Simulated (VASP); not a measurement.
**Al: single point with PBE**

Crystal: Al.

```
Al
1.0
     0.00000    3.04234    3.04234
     3.04234    0.00000    3.04234
     3.04234    3.04234    0.00000
Al
2
Direct
  0.00000 0.00000 0.00000
  0.25000 0.25000 0.25000
```

This isn't the form of Al at room conditions, which is fcc.

```yaml
Program: VASP 6.6.1
Task: single point
Functional: PBE
Potentials_or_basis: VASP PAW PBE potentials, release 64 (Al)
Cutoff: 500 eV
k_mesh: 31 × 31 × 31
Occupations: fermi-dirac, width 0.0612256 eV
Spin: no spin polarisation
Dipole_correction: no
Further_INCAR_settings: ALGO = Normal; EDIFF = 1e-06; NBANDS = 10
```

```yaml
Pressure: -0.7 GPa
Band_gap_on_the_k_mesh: zero (bands 3 and 4 overlap by 3.30 eV)
```

Levels at points of the mesh, in eV from the Fermi level:
| k point | band 1 | band 2 | band 3 | band 4 | band 5 | band 6 | band 7 | band 8 |
| --- | --- | --- | --- | --- | --- | --- | --- | --- |
| (0.00, 0.00, 0.00) | -7.77 | 2.07 | 2.07 | 2.07 | 3.92 | 3.92 | 3.92 | 4.98 |

Run time: 75 s on 1 thread of Intel(R) Xeon(R) 6975P-C (Granite Rapids) (shared host), peak memory 0.44 GiB.
